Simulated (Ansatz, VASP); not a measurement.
## Two plane-wave programs on AlN

```
Al N
1.0
     3.16762    0.00000    0.00000
    -1.58381    2.74324    0.00000
     0.00000    0.00000    5.07624
Al N
2 2
Cartesian
  0.0000 1.8288 -0.0167
  1.5838 0.9144 2.5214
  0.0000 1.8288 1.9203
  1.5838 0.9144 4.4584
```

Alike in both runs: task single point; functional r2SCAN; k mesh 9 × 9 × 4; no spin polarisation.

|  | VASP | Ansatz |
| --- | --- | --- |
| version | VASP 6.6.1 | Ansatz 0.2.0 |
| potentials or method | VASP PAW PBE potentials, release 64 (Al, N) | plane waves, PAW |
| plane-wave cutoff (eV) | 520 | 500 |
| occupations | gaussian, width 0.01 eV | fixed |
| valence electrons in the cell | 16 | 16 |

```tsv
	VASP	Ansatz	Ansatz less VASP
gap on the k mesh at the Fermi level (eV)	4.39	4.35	-0.036
pressure (GPa)	-11.4	-11.0	+0.41
traceless stress, the component that is largest in VASP (GPa)	0.51	0.50	-0.010
rms of the force components (eV/Å)	0.013	0.012	-0.0002
```

VASP's potentials were made for PBE, not for r2SCAN. Atom by atom the forces differ by 0.000 eV/Å (rms over components).
